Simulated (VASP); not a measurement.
Write the native input for VASP 6.6.1 that does the following.

- Task: single point
- Functional: PBEsol
- Potentials or basis: VASP PAW PBE potentials, release 64 (Ru_pv)
- Cutoff: 520 eV
- k mesh: 18 × 18 × 10
- Occupations: gaussian, width 0.15 eV
- Spin: no spin polarisation
- Dipole correction: no
- Further INCAR settings: ALGO = Normal; EDIFF = 1e-07; NBANDS = 21

The structure of Ru lies in POSCAR:

```
Ru
1.0
    2.7650000000      0.0000000000      0.0000000000
   -1.3825000000      2.3945602415      0.0000000000
    0.0000000000      0.0000000000      4.0483000000
Ru
2
Direct
    0.3333333333      0.6666666667      0.2500000000
    0.6666666667      0.3333333333      0.7500000000
```

One way to write it, as run:

INCAR

```
SYSTEM = Ru
PREC = Accurate ; ENCUT = 520
EDIFF = 1E-7 ; ISMEAR = 0
SIGMA = 0.15 ; LREAL = .False.
LASPH = .True. ; NELM = 80
ALGO = Normal ; ISIF = 2
LWAVE = .False. ; LCHARG = .False.
GGA = PS ; NBANDS = 21
```

KPOINTS

```
regular mesh
0
Gamma
  18 18 10
  0 0 0
```

Potentials or basis: VASP PAW PBE potentials, release 64 (Ru_pv).

Command:

```bash
$ cat potpaw_PBE.64/Ru_pv/POTCAR > POTCAR
$ mpirun -np 1 vasp_std > vasp.out
```

Results of the run:

```
Pressure               : 1.1 GPa
Band gap on the k mesh : zero (band 14 reaches 14.28 eV, above the bottom of band 15 at 11.21 eV)
```

Caveat: the PAW data sets were made with another functional, which shifts forces and pressure a little.

Run time: 40 s on 1 thread of Intel(R) Xeon(R) 6975P-C (Granite Rapids), on a shared host, peak memory 0.21 GiB.
